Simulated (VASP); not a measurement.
# TiO2 (P4_2/mnm) in VASP: relaxation of cell and atoms with PBEsol

Aim: the relaxation of cell and atoms of TiO2 with PBEsol.

Program: VASP 6.6.1. These are calculated values, not measurements. Logs are shortened: lines on timing, memory, paths and dates and some standing lists are left out, and cuts for length are marked.

### 1 The cell of the first run

Symmetry: P4_2/mnm, No. 136, tetragonal system. The conventional cell has a = 4.592 Å, b = 4.592 Å, c = 2.957 Å, α = 90.00°, β = 90.00°, γ = 90.00°. Ti (site symmetry mmm) has 6 O at 1.95 to 1.98 Å within 2.6 Å. Within 2.6 Å of O (site symmetry m2m) lie 3 Ti at 1.95 to 1.98 Å and 1 O at 2.53 Å.

### 2 Relaxation of cell and atoms, PBEsol

Input file INCAR:

```
PREC = Accurate ; ENCUT = 600
EDIFF = 1E-6 ; ISMEAR = -1
SIGMA = 0.1 ; LREAL = False
LASPH = True ; NELM = 100
ALGO = Normal ; ISIF = 3
LWAVE = False ; LCHARG = False
GGA = PS ; IBRION = 2
NSW = 100 ; EDIFFG = -0.002
```

Input file KPOINTS:

```
Automatic mesh
0
Gamma
  8 8 12
```

Input file POSCAR:

```
TiO2
1.0
    4.5922000000      0.0000000000      0.0000000000
    0.0000000000      4.5922000000      0.0000000000
    0.0000000000      0.0000000000      2.9574000000
Ti O
2 4
Direct
    0.0000000000      0.0000000000      0.0000000000
    0.5000000000      0.5000000000      0.5000000000
    0.3049600000      0.3049600000      0.0000000000
    0.1950400000      0.8049600000      0.5000000000
    0.6950400000      0.6950400000      0.0000000000
    0.8049600000      0.1950400000      0.5000000000
```

Potentials or basis: VASP PAW PBE potentials, release 64 (Ti_sv, O).

The run is started by

```console
cat potpaw_PBE.64/Ti_sv/POTCAR potpaw_PBE.64/O/POTCAR > POTCAR
mpirun -np 1 vasp_std > vasp.out
```

OUTCAR:

```text
PREC = Accurate
   ENCUT = 600
   EDIFF = 1E-6
   ISMEAR = -1
   LREAL = False
   LASPH = True
   NELM = 100
   ISIF = 3
   GGA = PS
   IBRION = 2
   NSW = 100
   EDIFFG = -0.002

 ion  position               nearest neighbor table
   1  0.000  0.000  0.000-   4 1.95   6 1.95   4 1.95   6 1.95   5 1.98   3 1.98
   2  0.500  0.500  0.500-   3 1.95   5 1.95   3 1.95   5 1.95   4 1.98   6 1.98
   3  0.305  0.305  0.000-   2 1.95   2 1.95   1 1.98
   4  0.195  0.805  0.500-   1 1.95   1 1.95   2 1.98
   5  0.695  0.695  0.000-   2 1.95   2 1.95   1 1.98
   6  0.805  0.195  0.500-   1 1.95   1 1.95   2 1.98

  LATTYP: Found a simple tetragonal cell.
 ALAT       =     4.5922000000
 C/A-ratio  =     0.6440050520

  Lattice vectors:

 A1 = (   4.5922000000,   0.0000000000,   0.0000000000)
 A2 = (   0.0000000000,   4.5922000000,   0.0000000000)
 A3 = (   0.0000000000,   0.0000000000,   2.9574000000)

Analysis of symmetry for initial positions (statically):
=====================================================================
 Subroutine PRICEL returns:
 Original cell was already a primitive cell.

 Routine SETGRP: Setting up the symmetry group for a
 simple tetragonal supercell.

 Subroutine GETGRP returns: Found 16 space group operations
 (whereof  8 operations were pure point group operations)
 out of a pool of 16 trial point group operations.

The static configuration has the point symmetry D_2h.
 The point group associated with its full space group is D_4h.

Analysis of symmetry for dynamics (positions and initial velocities):
=====================================================================
 Subroutine PRICEL returns:
 Original cell was already a primitive cell.

 Routine SETGRP: Setting up the symmetry group for a
 simple tetragonal supercell.

 Subroutine GETGRP returns: Found 16 space group operations
 (whereof  8 operations were pure point group operations)
 out of a pool of 16 trial point group operations.

The dynamic configuration has the point symmetry D_2h.
 The point group associated with its full space group is D_4h.

 Subroutine INISYM returns: Found 16 space group operations
 (whereof  8 operations are pure point group operations),
 and found     1 'primitive' translations

----------------------------------------------------------------------------------------

                                     Primitive cell
[... 100 lines left out ...]
   LREAL  =      F    real-space projection
   EDIFFG = -.2E-02   stopping-criterion for IOM
   NSW    =    100    number of steps for IOM
   IBRION =      2    ionic relax: 0-MD 1-quasi-New 2-CG
   NFREE  =      1    steps in history (QN), initial steepest desc. (CG)
   ISIF   =      3    stress and relaxation
   ISYM   =      2    0-nonsym 1-usesym 2-fastsym
   POTIM  = 0.5000    time-step for ionic-motion
   TEBEG  =    0.0;   TEEND  =   0.0 temperature during run
   PSTRESS=    0.0 pullay stress
   NELECT =      48.0000    total number of electrons
   NUPDOWN=      -1.0000    fix difference up-down
   EMIN   =  10.00;   EMAX   =-10.00  energy-range for DOS
   EFERMI =   0.00;   METHOD = LEGACY
   ISMEAR =    -1;   SIGMA  =   0.10  broadening in eV -4-tet -1-fermi 0-gaus
   EFERMI_NEDOS =   21; number of points for ismear=-14 and -15
   IALGO  =     38    algorithm
   IMIX   =      4    mixing-type and parameters
     AMIX     =   0.40;   BMIX     =  1.00
     AMIX_MAG =   1.60;   BMIX_MAG =  1.00
  volume/ion in A,a.u.               =      10.39        70.15
  Fermi-wavevector in a.u.,A,eV,Ry     =   1.500277  2.835112 30.624403  2.250830
  Thomas-Fermi vector in A             =   2.611798
   LORBIT       =      0    0 simple, 1 ext, 2 COOP (PROOUT), +10 PAW based schemes
   GGA     = PS    functional components
   LHFCALC =     F    Hartree Fock is set to
   AEXX    =    0.0000 exact exchange contribution
   IVDW    =     0    specifies the selected vdW correction
   LEPSILON=     F    determine dielectric tensor
   LRPA    =     F    only Hartree local field effects (RPA)
 conjugate gradient relaxation of ions
 non-spin polarized calculation
  energy-cutoff  :      600.00
  volume of cell :       62.37
 maximum number of plane-waves:      2104
 NGX is ok and might be reduce to    40
   NGX = 19   NGY = 19   NGZ = 11

--------------------------------------- Ionic step        1  -------------------------------------------

 number of electron      47.9999989 magnetization

 Free energy of the ion-electron system (eV)
  ---------------------------------------------------
  ext. energy  EPLUGINS =         0.00000000
  ---------------------------------------------------
  free energy    TOTEN  =       -56.10484268 eV

  energy without entropy =      -56.10482310  energy(sigma->0) =      -56.10483289

------------------------ aborting loop because EDIFF is reached ----------------------------------------

  FORCE on cell =-STRESS in cart. coord.  units (eV):
  Direction    XX          YY          ZZ          XY          YZ          ZX
  --------------------------------------------------------------------------------------
  -------------------------------------------------------------------------------------
  Total       -0.2623875     -0.2623875     -0.9406648      0.0000000      0.0000000      0.0000000
  in kB       -6.7406539     -6.7406539    -24.1653899      0.0000000      0.0000000      0.0000000
  external PRESSURE =     -12.5488993 kB  Pullay stress =       0.0000000 kB
[... 187 lines left out ...]
--------------------------------------- Ionic step        6  -------------------------------------------

 number of electron      47.9999990 magnetization

 Free energy of the ion-electron system (eV)
  ---------------------------------------------------
  ext. energy  EPLUGINS =         0.00000000
  ---------------------------------------------------
  free energy    TOTEN  =       -56.10777395 eV

  energy without entropy =      -56.10775476  energy(sigma->0) =      -56.10776435

 E-fermi :   5.6445     XC(G=0): -11.7356

 val. band max:        4.7908618897   @ k =   0.0000   0.0000   0.0000
 cond. band min:       6.6228501638   @ k =   0.0000   0.0000   0.0000
 fundamental gap:      1.8319882740
 Fermi energy:         5.6444764076

 k-point     1 :       0.0000    0.0000    0.0000
  band No.  band energies     occupation
      1     -51.8429      2.00000
      2     -51.8247      2.00000
      3     -28.2724      2.00000
      4     -28.2724      2.00000
      5     -28.0991      2.00000
      6     -28.0991      2.00000
[... 733 lines left out ...]
     27       7.7713      0.00000
     28       7.7713      0.00000

 [... further k-points ...]
[... 5 lines left out ...]
  --------------------------------------------------------------------------------------
  -------------------------------------------------------------------------------------
  Total        0.0086970      0.0086970     -0.0017596     -0.0000000      0.0000000      0.0000000
  in kB        0.2246085      0.2246085     -0.0454434     -0.0000000      0.0000000      0.0000000
  external PRESSURE =       0.1345912 kB  Pullay stress =       0.0000000 kB
[... 21 lines left out ...]
  FREE ENERGIE OF THE ION-ELECTRON SYSTEM (eV)
  ---------------------------------------------------
  free  energy   TOTEN  =       -56.1077739468 eV

  energy  without entropy=      -56.1077547592  energy(sigma->0) =      -56.10776435

 reached required accuracy - stopping structural energy minimisation
```

OSZICAR:

```text
N       E                     dE             d eps       ncg     rms          rms(c)
DAV:   1     0.714588574072E+03    0.71459E+03   -0.27256E+04  5888   0.223E+03
DAV:   2     0.631516265489E+02   -0.65144E+03   -0.63020E+03  6100   0.616E+02
DAV:   3    -0.666321034372E+02   -0.12978E+03   -0.12556E+03  9320   0.226E+02
DAV:   4    -0.724351979224E+02   -0.58031E+01   -0.57958E+01  7896   0.525E+01
[... 45 lines left out ...]
DAV:   2    -0.561077745529E+02    0.19807E-06   -0.14087E-05  6920   0.312E-02    0.561E-03
DAV:   3    -0.561077741407E+02    0.41215E-06   -0.17531E-06  4456   0.946E-03
   5 F= -.56107774E+02 E0= -.56107765E+02  d E =-.580104E-03
       N       E                     dE             d eps       ncg     rms          rms(c)
DAV:   1    -0.561077740130E+02    0.53983E-06   -0.88282E-05  5980   0.826E-02    0.497E-03
DAV:   2    -0.561077739468E+02    0.66202E-07   -0.32017E-06  4832   0.154E-02
   6 F= -.56107774E+02 E0= -.56107764E+02  d E =-.579910E-03
```

CONTCAR:

```text
TiO2
   1.00000000000000
     4.5921029492193313   -0.0000000000000000    0.0000000000000000
    -0.0000000000000000    4.5921029492193313    0.0000000000000000
     0.0000000000000000    0.0000000000000000    2.9419270637988157
  Ti              O
     2     4
Direct
     0.0000000000000000    0.0000000000000000    0.0000000000000000
     0.5000000000000000    0.5000000000000000    0.5000000000000000
     0.3043109746131164    0.3043109746131164    0.0000000000000000
     0.1956890253868836    0.8043109746131164    0.5000000000000000
     0.6956890253868836    0.6956890253868836    0.0000000000000000
     0.8043109746131164    0.1956890253868836    0.5000000000000000

  0.00000000E+00  0.00000000E+00  0.00000000E+00
  0.00000000E+00  0.00000000E+00  0.00000000E+00
  0.00000000E+00  0.00000000E+00  0.00000000E+00
  0.00000000E+00  0.00000000E+00  0.00000000E+00
  0.00000000E+00  0.00000000E+00  0.00000000E+00
  0.00000000E+00  0.00000000E+00  0.00000000E+00
```

Run time: 4.3 min. Hardware: 1 thread of Intel Xeon 6975P-C (Granite Rapids), shared host; peak memory 0.32 GiB.

Results:

```
Free energy                           : -56.1078 eV
Relaxed volume                        : 10.34 Å³/atom
Relaxed cell                          : a = 4.592 Å, b = 4.592 Å, c = 2.942 Å, α = 90.00°, β = 90.00°, γ = 90.00°
Space group after relaxing (to 0.1 Å) : P4_2/mnm (No. 136)
Energy gained by relaxing             : 0.5 meV/atom
Ionic steps                           : 6
Pressure after relaxing               : 0.0 GPa
Band gap on the k mesh                : 1.83 eV
```

Step by step:
```
step  energy change (eV)  largest force (eV/Å)  pressure (GPa)  volume (Å³)
   1              0.0000                0.0539           -1.25        62.37
   2             -0.0005                0.0655            1.75        61.63
   3             -0.0024                0.0596            0.34        61.98
   4             -0.0029                0.0056            0.02        62.04
   5             -0.0029                0.0027            0.01        62.04
   6             -0.0029                0.0014            0.01        62.04
```

Final structure:
```
Ti O
1.0
     4.59210    0.00000    0.00000
     0.00000    4.59210    0.00000
     0.00000    0.00000    2.94193
Ti O
2 4
Cartesian
  0.0000 0.0000 0.0000
  2.2961 2.2961 1.4710
  1.3974 1.3974 0.0000
  0.8986 3.6935 1.4710
  3.1947 3.1947 0.0000
  3.6935 0.8986 1.4710
```

Caveat: the PAW data sets were made with another functional, which shifts forces and pressure a little. A k mesh can miss the band edges.
